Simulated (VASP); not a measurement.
# TiO2 in VASP: settings compared

Aim: see how the results for TiO2 move with the level of theory and the settings. Levels: revPBE, PBE, LDA+U. Tasks: single point.

Program: VASP 6.6.1. These are calculated values, not measurements. Logs are shortened: lines on timing, memory, paths and dates and some standing lists are left out, and cuts for length are marked.

### 1 The cell of the first run

The typed cell holds 9 atoms: a = 2.968 Å, b = 4.708 Å, c = 7.241 Å, α = 88.08°, β = 78.18°, γ = 90.00°.

### 2 Single point, revPBE

Contents of INCAR:

```
PREC     = Accurate       # precision mode
ENCUT    = 520            # plane-wave cutoff, eV
EDIFF    = 1E-6           # SCF threshold, eV
ISMEAR   = -1             # smearing method
SIGMA    = 0.05           # smearing width, eV
LREAL    = False          # projectors in reciprocal space
LASPH    = True           # aspherical terms in the spheres
NELM     = 100            # most SCF steps
ALGO     = Normal         # electronic algorithm
ISIF     = 2              # what is computed and relaxed
LWAVE    = False          # write WAVECAR
LCHARG   = False          # write CHGCAR
GGA      = RE             # functional
NBANDS   = 46             # bands
```

Contents of KPOINTS:

```
regular mesh
0
Gamma
  9 6 4
```

Contents of POSCAR:

```
TiO2
1.0
    2.9682645463      0.0000000000      0.0000000000
    0.0002080834      4.7076067549      0.0000000000
    1.4835696211      0.2423534620      7.0834647979
Ti O
3 6
Direct
    0.0033718700      0.0003888100      0.0007031900
    0.3446402100      0.4802596500      0.3169598700
    0.6617081400      0.5204743600      0.6844963600
    0.4400381600      0.1854376900      0.1285388000
    0.7779263400      0.2977287500      0.4518780700
    0.1012362400      0.3089534200      0.8062432200
    0.9064972100      0.6918369900      0.1951715700
    0.2294071500      0.7030072800      0.5495147300
    0.5680256700      0.8153000600      0.8728271800
```

Potentials or basis: VASP PAW PBE potentials, release 64 (Ti_sv, O).

Run with:

```
$ cat potpaw_PBE.64/Ti_sv/POTCAR potpaw_PBE.64/O/POTCAR > POTCAR
$ mpirun -np 1 vasp_std > vasp.out
```

OUTCAR:

```text
PREC = Accurate
   ENCUT = 520
   EDIFF = 1E-6
   ISMEAR = -1
   LREAL = False
   LASPH = True
   NELM = 100
   ISIF = 2
   GGA = RE

 ion  position               nearest neighbor table
   1  0.003  0.000  0.001-   9 1.96   4 1.96   4 1.96   9 1.96   7 1.97   6 1.97
   2  0.345  0.480  0.317-   5 1.95   5 1.95   4 1.96   7 1.97   7 1.97   8 1.98
   3  0.662  0.520  0.684-   8 1.95   8 1.95   9 1.96   6 1.97   6 1.97   5 1.98
   4  0.440  0.185  0.129-   1 1.96   2 1.96   1 1.96
   5  0.778  0.298  0.452-   2 1.95   2 1.95   3 1.98
   6  0.101  0.309  0.806-   1 1.97   3 1.97   3 1.97
   7  0.906  0.692  0.195-   2 1.97   1 1.97   2 1.97
   8  0.229  0.703  0.550-   3 1.95   3 1.95   2 1.98
   9  0.568  0.815  0.873-   1 1.96   3 1.96   1 1.96

  LATTYP: Found a triclinic cell.
 ALAT       =     7.2412145089
 B/A-ratio  =     0.4099125282
 C/A-ratio  =     0.6501128718
 COS(alpha) =     0.0000442015
 COS(beta)  =     0.0334776766
 COS(gamma) =     0.2048785627

  Lattice vectors:

 A1 = (   1.4835696211,   0.2423534620,   7.0834647979)
 A2 = (   2.9682645463,   0.0000000000,   0.0000000000)
 A3 = (   0.0002080834,   4.7076067549,   0.0000000000)

Analysis of symmetry for initial positions (statically):
=====================================================================
 Subroutine PRICEL returns:
 Original cell was already a primitive cell.

 Routine SETGRP: Setting up the symmetry group for a
 triclinic supercell.

 Subroutine GETGRP returns: Found  1 space group operations
 (whereof  1 operations were pure point group operations)
 out of a pool of  2 trial point group operations.

The static configuration has the point symmetry C_1 .

Analysis of symmetry for dynamics (positions and initial velocities):
=====================================================================
 Subroutine PRICEL returns:
 Original cell was already a primitive cell.

 Routine SETGRP: Setting up the symmetry group for a
 triclinic supercell.

 Subroutine GETGRP returns: Found  1 space group operations
 (whereof  1 operations were pure point group operations)
 out of a pool of  2 trial point group operations.

The dynamic configuration has the point symmetry C_1 .

 Subroutine INISYM returns: Found  1 space group operations
 (whereof  1 operations are pure point group operations),
 and found     1 'primitive' translations

----------------------------------------------------------------------------------------

[... 113 lines left out ...]
   ISYM   =      2    0-nonsym 1-usesym 2-fastsym
   POTIM  = 0.5000    time-step for ionic-motion
   TEBEG  =    0.0;   TEEND  =   0.0 temperature during run
   PSTRESS=    0.0 pullay stress
   NELECT =      72.0000    total number of electrons
   NUPDOWN=      -1.0000    fix difference up-down
   EMIN   =  10.00;   EMAX   =-10.00  energy-range for DOS
   EFERMI =   0.00;   METHOD = LEGACY
   ISMEAR =    -1;   SIGMA  =   0.05  broadening in eV -4-tet -1-fermi 0-gaus
   EFERMI_NEDOS =   21; number of points for ismear=-14 and -15
   IALGO  =     38    algorithm
   IMIX   =      4    mixing-type and parameters
     AMIX     =   0.40;   BMIX     =  1.00
     AMIX_MAG =   1.60;   BMIX_MAG =  1.00
  volume/ion in A,a.u.               =      11.00        74.22
  Fermi-wavevector in a.u.,A,eV,Ry     =   1.472322  2.782285 29.493788  2.167732
  Thomas-Fermi vector in A             =   2.587351
   LORBIT       =      0    0 simple, 1 ext, 2 COOP (PROOUT), +10 PAW based schemes
   GGA     = RE    functional components
   LHFCALC =     F    Hartree Fock is set to
   AEXX    =    0.0000 exact exchange contribution
   IVDW    =     0    specifies the selected vdW correction
   LEPSILON=     F    determine dielectric tensor
   LRPA    =     F    only Hartree local field effects (RPA)
 non-spin polarized calculation
  energy-cutoff  :      520.00
  volume of cell :       98.98
 maximum number of plane-waves:      2704
 NGX is ok and might be reduce to    24
   NGX = 11   NGY = 17   NGZ = 27

 number of electron      71.9999996 magnetization

 Free energy of the ion-electron system (eV)
  ---------------------------------------------------
  ext. energy  EPLUGINS =         0.00000000
  ---------------------------------------------------
  free energy    TOTEN  =       -77.08855830 eV

  energy without entropy =      -77.08855830  energy(sigma->0) =      -77.08855830

 E-fermi :   5.2076     XC(G=0): -10.7736

 val. band max:        4.0094590026   @ k =   0.0000   0.0000   0.2500
 cond. band min:       6.2740651278   @ k =   0.0000   0.0000   0.0000
 fundamental gap:      2.2646061252
 Fermi energy:         5.2075680276

 k-point     1 :       0.0000    0.0000    0.0000
  band No.  band energies     occupation
      1     -52.8336      2.00000
      2     -52.6927      2.00000
      3     -52.6595      2.00000
      4     -29.0641      2.00000
      5     -29.0541      2.00000
      6     -28.9905      2.00000
[... 1165 lines left out ...]
     45       8.1715      0.00000
     46       9.8387      0.00000

 [... further k-points ...]

------------------------ aborting loop because EDIFF is reached ----------------------------------------

  FORCE on cell =-STRESS in cart. coord.  units (eV):
  Direction    XX          YY          ZZ          XY          YZ          ZX
  --------------------------------------------------------------------------------------
  -------------------------------------------------------------------------------------
  Total        4.8486672      4.8538575      4.7871303     -0.0105637     -0.0483456      0.0050805
  in kB       78.4845969     78.5686121     77.4885093     -0.1709936     -0.7825625      0.0822374
  external PRESSURE =      78.1805728 kB  Pullay stress =       0.0000000 kB

 VOLUME and BASIS-vectors are now :
 -----------------------------------------------------------------------------
  energy-cutoff  :      520.00
  volume of cell :       98.98
      direct lattice vectors                 reciprocal lattice vectors
     2.968264546  0.000000000  0.000000000     0.336897195 -0.000014891 -0.070559655
     0.000208083  4.707606755  0.000000000     0.000000000  0.212422161 -0.007267806
     1.483569621  0.242353462  7.083464798     0.000000000  0.000000000  0.141173850

 POSITION                                       TOTAL-FORCE (eV/Angst)
 -----------------------------------------------------------------------------------
      0.01105      0.00200      0.00498         0.000758     -0.001869      0.002247
      1.49332      2.33769      2.24517         0.004481      0.040016      0.041387
      2.97973      2.61608      4.84861         0.001480     -0.036594     -0.045474
      1.49688      0.90412      0.91050        -0.001184      0.015967      0.065730
      2.97955      1.51110      3.20086         0.007186     -0.317127      0.049869
      1.49668      1.64983      5.71100        -0.002770     -0.075451      0.003362
      2.98042      3.30420      1.38249        -0.000786      0.073526     -0.003545
      1.49633      3.44266      3.89247        -0.004062      0.316179     -0.048659
      2.98112      4.04964      6.18264        -0.005103     -0.014646     -0.064917
 -----------------------------------------------------------------------------------
    total drift:                                0.000569     -0.000263      0.000014

  FREE ENERGIE OF THE ION-ELECTRON SYSTEM (eV)
  ---------------------------------------------------
  free  energy   TOTEN  =       -77.0885583022 eV

  energy  without entropy=      -77.0885583022  energy(sigma->0) =      -77.08855830
```

OSZICAR:

```text
N       E                     dE             d eps       ncg     rms          rms(c)
DAV:   1     0.108881508226E+04    0.10888E+04   -0.36429E+04 10120   0.184E+03
DAV:   2     0.102782822995E+03   -0.98603E+03   -0.93903E+03 10538   0.564E+02
DAV:   3    -0.895461304361E+02   -0.19233E+03   -0.18760E+03 13322   0.224E+02
DAV:   4    -0.102171677929E+03   -0.12626E+02   -0.12599E+02 14960   0.611E+01
DAV:   5    -0.102751982230E+03   -0.58030E+00   -0.58003E+00 14550   0.106E+01    0.384E+01
DAV:   6    -0.777995085377E+02    0.24952E+02   -0.15907E+02 13888   0.956E+01    0.148E+01
DAV:   7    -0.773777851985E+02    0.42172E+00   -0.28074E+01 13438   0.342E+01    0.104E+01
DAV:   8    -0.772916839621E+02    0.86101E-01   -0.62842E+00 12208   0.195E+01    0.485E+00
DAV:   9    -0.770753429725E+02    0.21634E+00   -0.15437E+00 13858   0.884E+00    0.133E+00
DAV:  10    -0.770931401121E+02   -0.17797E-01   -0.13701E-01 12926   0.251E+00    0.531E-01
DAV:  11    -0.770883942449E+02    0.47459E-02   -0.19183E-02 13976   0.946E-01    0.137E-01
DAV:  12    -0.770885672904E+02   -0.17305E-03   -0.27263E-03 11916   0.375E-01    0.114E-01
DAV:  13    -0.770885414635E+02    0.25827E-04   -0.23212E-04 13808   0.121E-01    0.768E-02
DAV:  14    -0.770885515978E+02   -0.10134E-04   -0.30229E-04 14138   0.106E-01    0.176E-02
DAV:  15    -0.770885539894E+02   -0.23915E-05   -0.33092E-05 13424   0.408E-02    0.921E-03
DAV:  16    -0.770885580774E+02   -0.40881E-05   -0.18436E-05 12808   0.330E-02    0.876E-03
DAV:  17    -0.770885583022E+02   -0.22477E-06   -0.32719E-06  9604   0.145E-02
   1 F= -.77088558E+02 E0= -.77088558E+02  d E =-.440558E-10
```

Run time: 15 min. Hardware: 1 thread of Intel Xeon 8259CL, shared host; peak memory 0.46 GiB.

What came out:

| Item | Value |
| --- | --- |
| Free energy | -77.0886 eV |
| Pressure | 7.8 GPa |
| Largest force | 0.321 eV/Å |
| Band gap on the k mesh | 2.26 eV (least direct gap 2.32 eV) |

Forces in eV/Å, atoms in the order of the input:
```
Ti   0.001 -0.002  0.002
Ti   0.004  0.040  0.041
Ti   0.001 -0.037 -0.045
O   -0.001  0.016  0.066
O    0.007 -0.317  0.050
O   -0.003 -0.075  0.003
O   -0.001  0.074 -0.004
O   -0.004  0.316 -0.049
O   -0.005 -0.015 -0.065
```

Caveat: the cell stands under pressure; the PAW data sets were made with another functional, which shifts forces and pressure a little.

### 3 Single point, PBE

This run uses another cell than the first one, of 11.26 Å³/atom.

Contents of INCAR:

```
SYSTEM = TiO2
ALGO = Normal
EDIFF = 1E-6
ENCUT = 520
GGA = PE
ISIF = 2
ISMEAR = -1
LASPH = .TRUE.
LCHARG = .TRUE.
LELF = .TRUE.
LREAL = .FALSE.
LVHAR = .TRUE.
LWAVE = .FALSE.
NBANDS = 46
NELM = 80
PREC = Accurate
SIGMA = 0.05
```

Contents of KPOINTS:

```
k-points
0
G
  9 6 4
  0 0 0
```

Contents of POSCAR:

```
TiO2
1.0
    2.9788323286     -0.0000734234      0.0001277567
    0.0000923762      4.7768512215     -0.0233548906
    1.4891503927      0.2107397912      7.1224532843
Ti O
3 6
Direct
   -0.0228771030      0.0003766779      0.0007024408
    0.3462407197      0.4866044528      0.3170033440
    0.6624379480      0.5141487651      0.6844007921
    0.4442941141      0.1873628977      0.1282846561
    0.7830584821      0.3022910173      0.4493435849
    0.1060189127      0.3052119301      0.8047912928
    0.9100986406      0.6955387965      0.1966165808
    0.2317063724      0.6984624232      0.5520650618
    0.5718729033      0.8133900494      0.8731252367
```

Potentials or basis: VASP PAW PBE potentials, release 64 (Ti_sv, O).

Run with:

```
$ cat potpaw_PBE.64/Ti_sv/POTCAR potpaw_PBE.64/O/POTCAR > POTCAR
$ mpirun -np 1 vasp_std > vasp.out
```

OUTCAR:

```text
SYSTEM = TiO2
   EDIFF = 1E-6
   ENCUT = 520
   GGA = PE
   ISIF = 2
   ISMEAR = -1
   LASPH = .TRUE.
   LREAL = .FALSE.
   NELM = 80
   PREC = Accurate

 ion  position               nearest neighbor table
   1  0.977  0.000  0.001-   9 1.90   4 1.90   6 1.99   7 1.99   9 2.04   4 2.04
   2  0.346  0.487  0.317-   5 1.95   5 1.97   7 1.97   8 1.98   7 1.99   4 1.99
   3  0.662  0.514  0.684-   8 1.95   8 1.97   6 1.97   5 1.98   6 1.99   9 1.99
   4  0.444  0.187  0.128-   1 1.90   2 1.99   1 2.04
   5  0.783  0.302  0.449-   2 1.95   2 1.97   3 1.98
[... 1419 lines left out ...]
  in kB        8.5230091      5.2605665      6.8915434      0.0013958      0.0246669      0.0035397
  external PRESSURE =       6.8917063 kB  Pullay stress =       0.0000000 kB

 VOLUME and BASIS-vectors are now :
 -----------------------------------------------------------------------------
  energy-cutoff  :      520.00
  volume of cell :      101.36
      direct lattice vectors                 reciprocal lattice vectors
     2.978832329 -0.000073423  0.000127757     0.335705011 -0.000349606 -0.070178287
     0.000092376  4.776851222 -0.023354891     0.000005425  0.209312638 -0.006194295
     1.489150393  0.210739791  7.122453284    -0.000006004  0.000686353  0.140382009

 POSITION                                       TOTAL-FORCE (eV/Angst)
 -----------------------------------------------------------------------------------
      2.91173      0.00188      0.00512         0.035868      0.000074      0.000173
      1.50350      2.39122      2.24652         0.002607     -0.000141     -0.038356
      2.99251      2.60019      4.86269         0.002892      0.000131      0.038432
      1.51453      0.92201      0.90938        -0.018836      0.018511      0.018809
      3.00177      1.53864      3.19347        -0.002057     -0.064073      0.009147
      1.51430      1.62755      5.72497         0.000114     -0.015469      0.011765
      3.00389      3.36385      1.38426         0.000034      0.015563     -0.011620
      1.51239      3.45278      3.91577        -0.001779      0.064063     -0.009390
      3.00380      4.06940      6.19987        -0.018844     -0.018657     -0.018960
 -----------------------------------------------------------------------------------
    total drift:                                0.000637     -0.000091     -0.000100

  FREE ENERGIE OF THE ION-ELECTRON SYSTEM (eV)
  ---------------------------------------------------
  free  energy   TOTEN  =       -80.3181346376 eV

  energy  without entropy=      -80.3181346376  energy(sigma->0) =      -80.31813464
```

It took 15 min on 1 thread of Intel Xeon 8259CL, shared host; peak memory 0.46 GiB.

Results:

| Property | Result |
| --- | --- |
| Free energy | -80.3181 eV |
| Pressure | 0.7 GPa |
| Largest force | 0.065 eV/Å |
| Band gap on the k mesh | 2.29 eV (least direct gap 2.34 eV) |

Forces in eV/Å, atoms in the order of the input:
```
Ti   0.036  0.000  0.000
Ti   0.003  0.000 -0.038
Ti   0.003  0.000  0.038
O   -0.019  0.019  0.019
O   -0.002 -0.064  0.009
O    0.000 -0.015  0.012
O    0.000  0.016 -0.012
O   -0.002  0.064 -0.009
O   -0.019 -0.019 -0.019
```

A k mesh can miss the band edges.

### 4 Single point, LDA+U

Contents of INCAR:

```
ALGO = Normal ; EDIFF = 1E-6
ENCUT = 600 ; GGA_COMPAT = F
ISIF = 2 ; ISMEAR = -1
KPAR = 4 ; LASPH = T
LCHARG = T ; LDAU = T
LDAUJ = 0 0 ; LDAUL = 2 -1
LDAUPRINT = 1 ; LDAUTYPE = 2
LDAUU = 3 0 ; LMAXMIX = 4
LREAL = F ; LVHAR = T
LWAVE = F ; NBANDS = 46
NELM = 200 ; PREC = Accurate
SIGMA = 0.05
```

Contents of KPOINTS:

```
k-points
0
Gamma
  9 6 4
```

Contents of POSCAR:

```
TiO2
1.0
    2.9682645463      0.0000000000      0.0000000000
    0.0002080834      4.7076067549      0.0000000000
    1.4835696211      0.2423534620      7.0834647979
Ti O
3 6
Direct
    0.0033718700      0.0003888100      0.0007031900
    0.3446402100      0.4802596500      0.3169598700
    0.6617081400      0.5204743600      0.6844963600
    0.4400381600      0.1854376900      0.1285388000
    0.7779263400      0.2977287500      0.4518780700
    0.1012362400      0.3089534200      0.8062432200
    0.9064972100      0.6918369900      0.1951715700
    0.2294071500      0.7030072800      0.5495147300
    0.5680256700      0.8153000600      0.8728271800
```

Potentials or basis: VASP PAW LDA potentials, release 64 (Ti_sv, O).

Run with:

```
$ cat potpaw_LDA.64/Ti_sv/POTCAR potpaw_LDA.64/O/POTCAR > POTCAR
$ mpirun -np 4 vasp_std > vasp.out
```

Run time: 3.1 min. Hardware: 4 MPI ranks of Intel Xeon Platinum 8259CL at 2.50GHz (Skylake/Cascade Lake), shared host; peak memory 0.51 GiB.

It converged, with:

```
Free energy            : -81.5771 eV
Pressure               : -2.4 GPa
Largest force          : 0.109 eV/Å
Band gap on the k mesh : 2.56 eV (least direct gap 2.61 eV)
```

Forces in eV/Å, atoms in the order of the input:
```
Ti   0.010 -0.002  0.002
Ti   0.016  0.043 -0.014
Ti   0.005 -0.040  0.008
O   -0.006 -0.026 -0.045
O    0.002  0.107  0.001
O   -0.005  0.038 -0.017
O   -0.006 -0.040  0.017
O   -0.006 -0.108  0.001
O   -0.009  0.028  0.047
```

Stress tensor (GPa, compression positive):
```
-1.96 -0.02  0.01
-0.02 -2.64  0.02
 0.01  0.02 -2.50
```

Levels at points of the mesh, in eV from the valence-band top:
```tsv
k point	band 34	band 35	band 36	band 37	band 38	band 39
(0.00, 0.00, 0.00)	-0.41	-0.31	-0.05	2.56	2.98	3.04
(0.00, 0.50, 0.00)	-0.96	-0.85	-0.82	2.58	2.93	3.06
(0.00, 0.00, 0.50)	-0.84	-0.32	-0.14	2.65	2.92	3.10
(0.00, 0.50, 0.50)	-0.79	-0.77	-0.30	2.60	2.82	2.99
```

Eigenvalues of the final occupation matrices:
```csv
site,spin,trace,eigenvalues
site 1 d,1,0.83,0.09 0.11 0.11 0.26 0.27
site 1 d,2,0.83,0.09 0.11 0.11 0.26 0.27
site 2 d,1,0.85,0.10 0.10 0.11 0.26 0.27
site 2 d,2,0.85,0.10 0.10 0.11 0.26 0.27
site 3 d,1,0.85,0.10 0.10 0.11 0.26 0.27
site 3 d,2,0.85,0.10 0.10 0.11 0.26 0.27
```

A k mesh can miss the band edges.

### 5 Summary

| level | potentials or basis | U | cell | cutoff (eV) | gap on the mesh (eV) | pressure (GPa) | largest force (eV/Å) |
| --- | --- | --- | --- | --- | --- | --- | --- |
| revPBE | VASP PAW PBE potentials, release 64 (Ti_sv, O) | - | a = 2.968, b = 4.708, c = 7.241 Å, angles 88.1, 78.2, 90.0°, 9 atoms, atomic positions A | 520 | 2.26 | 7.8 | 0.32 |
| PBE | VASP PAW PBE potentials, release 64 (Ti_sv, O) | - | a = 2.979, b = 4.777, c = 7.280 Å, angles 88.6, 78.2, 90.0°, 9 atoms, atomic positions B | 520 | 2.29 | 0.7 | 0.06 |
| LDA+U | VASP PAW LDA potentials, release 64 (Ti_sv, O) | Ti d U = 3.0 eV | a = 2.968, b = 4.708, c = 7.241 Å, angles 88.1, 78.2, 90.0°, 9 atoms, atomic positions A | 600 | 2.56 | -2.4 | 0.11 |

Alike in all rows: task single point; no spin polarisation; k mesh 9 × 6 × 4; smearing fermi-dirac 0.05 eV.

Caveats: the cell stands under pressure (at least some runs); the PAW data sets were made with another functional, which shifts forces and pressure a little (at least some runs).

Absolute energies hang on the potentials; compare differences alone.
